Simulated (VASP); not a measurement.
Here is a VASP 6.6.1 calculation.

File INCAR:

```
PREC     = Accurate       # precision mode
ENCUT    = 520            # plane-wave cutoff, eV
EDIFF    = 1E-6           # SCF threshold, eV
ISMEAR   = -1             # smearing method
SIGMA    = 0.08           # smearing width, eV
LREAL    = F              # projectors in reciprocal space
LASPH    = T              # aspherical terms in the spheres
NELM     = 100            # most SCF steps
ALGO     = Normal         # electronic algorithm
ISIF     = 2              # what is computed and relaxed
LWAVE    = F              # write WAVECAR
LCHARG   = T              # write CHGCAR
GGA      = PS             # functional
LELF     = T              # ELF
LVHAR    = T            
NBANDS   = 12             # bands
```

KPOINTS

```
Automatic mesh
0
Gamma
  16 16 16
```

The input POSCAR:

```
Cu
1.0
    0.0000000000      1.7820431219      1.7820431219
    1.7820431219      0.0000000000      1.7820431219
    1.7820431219      1.7820431219      0.0000000000
Cu
1
Direct
    0.0000000000      0.0000000000      0.0000000000
```

Potentials or basis: VASP PAW PBE potentials, release 64 (Cu).

The run is started by

```bash
$ cat potpaw_PBE.64/Cu/POTCAR > POTCAR
$ mpirun -np 1 vasp_std > vasp.out
```

Question: Predict the pressure.

Answer: 0.8 GPa.

Caveat: the PAW data sets were made with another functional, which shifts forces and pressure a little.
